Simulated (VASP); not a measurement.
A run of VASP 6.6.1:

INCAR

```
PREC = Accurate
ENCUT = 600
EDIFF = 1E-7
ISMEAR = 0
SIGMA = 0.2
LREAL = False
LASPH = True
NELM = 200
ALGO = Normal
ISIF = 3
LWAVE = False
LCHARG = False
ISPIN = 2
MAGMOM = 1 1 1 0 0 0 0
LORBIT = 11
LMAXMIX = 4
GGA = PE
IBRION = 2
NSW = 36
EDIFFG = -0.08
GGA_COMPAT = False
NELMIN = 4
```

File KPOINTS:

```
Automatic mesh
0
Gamma
  4 4 3
```

POSCAR

```
Ti3Pb2O2
1.0
    5.1326136100      0.0000000000      0.0000000000
   -2.5663068100      4.4449737700      0.0000000000
    0.0000000000      0.0000000000      5.6040401200
Ti Pb O
3 2 2
Direct
    0.3333333300      0.6666666700      0.5000000000
    0.6666666700      0.3333333300      0.5000000000
    0.0000000000      0.0000000000      0.0000000000
    0.3333333300      0.6666666700      0.0000000000
    0.6666666700      0.3333333300      0.0000000000
    0.0000000000      0.0000000000      0.6518422000
    0.0000000000      0.0000000000      0.3481578000
```

Potentials or basis: VASP PAW PBE potentials, release 64 (Ti_sv, Pb_d, O).

The run is started by

```sh
$ cat potpaw_PBE.64/Ti_sv/POTCAR potpaw_PBE.64/Pb_d/POTCAR potpaw_PBE.64/O/POTCAR > POTCAR
$ mpirun -np 1 vasp_std > vasp.out
```

Hardware: 1 thread of Intel(R) Xeon(R) 6975P-C (Granite Rapids), on a shared host.

Problem. Estimate the wall time of this run.

Solution. Wall time 12 min on 1 thread of Intel(R) Xeon(R) 6975P-C (Granite Rapids), with other jobs on the host, peak memory 0.4 GiB. Counts: scf iterations 143, k points 8, ion steps 7.
